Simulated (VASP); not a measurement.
# CaSe: single point with r2SCAN

CaSe:

```xyz
2
Lattice="3.5606 0.0000 0.0000 0.0000 3.5606 0.0000 0.0000 0.0000 3.5606" Properties=species:S:1:pos:R:3 pbc="T T T"
Ca    0.0000    0.0000    0.0000
Se    1.7803    1.7803    1.7803
```

This cell differs from its parent crystal: volume changed by -6%.

```json
{
  "Program": "VASP 6.6.1",
  "Task": "single point",
  "Functional": "r2SCAN",
  "Potentials or basis": "VASP PAW PBE potentials, release 64 (Ca_sv, Se)",
  "Cutoff": "520 eV",
  "k mesh": "6 × 6 × 6",
  "Occupations": "gaussian, width 0.01 eV",
  "Spin": "no spin polarisation"
}
```

```json
{
  "Pressure": "4.1 GPa",
  "Band gap on the k mesh": "1.14 eV, direct"
}
```

Levels at points of the mesh, in eV from the valence-band top:
| k point | band 6 | band 7 | band 8 | band 9 | band 10 | band 11 |
| --- | --- | --- | --- | --- | --- | --- |
| (0.00, 0.00, 0.00) | -0.94 | -0.94 | -0.94 | 1.34 | 1.34 | 3.31 |
| (0.50, 0.00, 0.00) | -5.30 | -1.16 | -1.16 | 2.41 | 5.27 | 5.46 |
| (0.50, 0.50, 0.00) | -3.89 | -3.89 | 0.00 | 1.14 | 3.56 | 3.60 |
| (0.50, 0.50, 0.50) | -4.10 | -4.10 | -4.10 | 4.47 | 4.47 | 4.47 |

It took 60 s on 1 thread of Intel(R) Xeon(R) Platinum 8488C (Sapphire Rapids) (shared host), peak memory 0.16 GiB.

Caveat: the PAW data sets were made with another functional, which shifts forces and pressure a little. A k mesh can miss the band edges.
